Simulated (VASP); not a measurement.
SnSe:

```
CELL_PARAMETERS angstrom
11.42000 0.00000 0.00000
0.00000 4.19000 0.00000
0.00000 0.00000 4.46000
ATOMIC_POSITIONS crystal
Sn 0.12300 0.25000 0.09100
Sn 0.37700 0.75000 0.59100
Sn 0.62300 0.25000 0.40900
Sn 0.87700 0.75000 0.90900
Se 0.35700 0.25000 0.01600
Se 0.14300 0.75000 0.51600
Se 0.85700 0.25000 0.48400
Se 0.64300 0.75000 0.98400
```

- Program: VASP 6.6.1
- Task: relaxation of cell and atoms
- Functional: PBE
- Potentials or basis: VASP PAW PBE potentials, release 64 (Sn_d, Se)
- Cutoff: 600 eV
- k mesh: 2 × 6 × 4
- Occupations: fermi-dirac, width 0.05 eV
- Spin: no spin polarisation

At the start: pressure 2.4 GPa; volume 26.68 Å³/atom.

**Question.** How do energy, volume and symmetry change on relaxing?

**Answer.** Over 11 steps the energy falls by 14.4 meV/atom and the volume is 28.34 Å³/atom (+6.2 %); space group Pnma (No. 62, to 0.1 Å) before and after.

Step by step:
```csv
step,energy change (eV),largest force (eV/Å),pressure (GPa),volume (Å³)
1,0.0000,0.2960,2.44,213.41
2,-0.0824,0.2366,-0.86,226.19
3,-0.0958,0.1212,-0.03,222.49
4,-0.1019,0.0938,0.06,222.64
5,-0.1064,0.0896,0.23,222.88
6,-0.1111,0.0611,0.05,224.52
7,-0.1128,0.0300,-0.15,226.59
8,-0.1128,0.0345,-0.11,226.29
9,-0.1141,0.0194,0.06,226.12
10,-0.1142,0.0235,0.09,226.07
11,-0.1152,0.0195,0.02,226.72
```

Final structure:
```yaml
crystal:
  lattice:
    - [11.92126, 0.00000, 0.00000]
    - [0.00000, 4.24272, 0.00000]
    - [0.00000, 0.00000, 4.48258]
  atoms:
    - { symbol: Sn, position: [0.12455, 0.25000, 0.09604] }
    - { symbol: Sn, position: [0.37545, 0.75000, 0.59604] }
    - { symbol: Sn, position: [0.62455, 0.25000, 0.40396] }
    - { symbol: Sn, position: [0.87545, 0.75000, 0.90396] }
    - { symbol: Se, position: [0.35477, 0.25000, 0.01443] }
    - { symbol: Se, position: [0.14523, 0.75000, 0.51443] }
    - { symbol: Se, position: [0.85477, 0.25000, 0.48557] }
    - { symbol: Se, position: [0.64523, 0.75000, 0.98557] }
```
